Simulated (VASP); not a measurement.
## CaO: single point with PBE

The system is CaO.

```
Ca O
1.0
     0.00000    2.60673    2.60673
     2.60673    0.00000    2.60673
     2.60673    2.60673    0.00000
Ca O
1 1
Direct
  0.00000 0.00000 0.00000
  0.25000 0.25000 0.25000
```

```
Program             : VASP 6.6.1
Task                : single point
Functional          : PBE
Potentials or basis : VASP PAW PBE potentials, release 64 (Ca_sv, O)
Cutoff              : 520 eV
k mesh              : 6 × 6 × 6
Occupations         : gaussian, width 0.01 eV
Spin                : no spin polarisation
```

The pressure is 1.9 GPa and the band gap on the k mesh is 3.33 eV, indirect (least direct gap 3.95 eV).

Levels at points of the mesh, in eV from the valence-band top:
```
           k point  band 6  band 7  band 8  band 9  band 10  band 11
(0.00, 0.00, 0.00)   -0.62   -0.62   -0.62    3.33     7.97     7.97
(0.50, 0.00, 0.00)   -0.99   -0.36   -0.36    6.14     7.88     7.88
(0.50, 0.50, 0.00)   -1.43    0.00    0.00    4.93     6.63     9.01
```

It took 5.5 s on 1 thread of Intel(R) Xeon(R) 6975P-C (Granite Rapids), with other jobs on the host, peak memory 0.15 GiB.

A k mesh can miss the band edges. A hybrid or GW would open this gap; PBE tends to underestimate it.
